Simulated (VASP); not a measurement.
Runs of VASP 6.6.1 on Si. The structure is that of space group I4/mmm (No. 139), or close to it. The cells are those of the table. 

```tsv
task	cell	cutoff (eV)	gap on the mesh (eV)	pressure (GPa)
single point	a = 2.617 Å, angles 104.4, 104.4, 120.1°, 1 atom	520	none	7.9
single point	a = 2.666 Å, angles 104.2, 104.2, 120.6°, 1 atom	520	none	2.0
relaxation of cell and atoms	relaxed to 2 GPa from a = 2.653 Å, angles 104.3, 104.3, 120.3°, 1 atom	600	none	2.0
relaxation of cell and atoms	relaxed from a = 2.653 Å, angles 104.3, 104.3, 120.3°, 1 atom	600	none	0.0
relaxation of cell and atoms	relaxed to 8 GPa from a = 2.653 Å, angles 104.3, 104.3, 120.3°, 1 atom	600	none	8.0
relaxation of cell and atoms	relaxed to 6 GPa from a = 2.653 Å, angles 104.3, 104.3, 120.3°, 1 atom	600	none	6.0
single point	a = 2.647 Å, angles 104.3, 104.3, 120.4°, 1 atom	520	none	4.0
single point	a = 2.631 Å, angles 104.4, 104.4, 120.2°, 1 atom	520	none	(a)
single point	a = 2.689 Å, angles 104.1, 104.1, 120.8°, 1 atom	520	none	0.0
relaxation of cell and atoms	relaxed to 4 GPa from a = 2.653 Å, angles 104.3, 104.3, 120.3°, 1 atom	600	none	4.0
```

Alike in all rows: level PBE; potentials or basis VASP PAW PBE potentials, release 64 (Si); no spin polarisation; k mesh 14 × 14 × 14; smearing methfessel-paxton 0.1 eV.

Question: Estimate the missing entries.

Answer: (a) 5.9.

Caveats: the cell is relaxed towards a set pressure, so the enthalpy falls and the energy may rise (some runs).

A gap of «none» marks levels without a gap at the run's occupations.
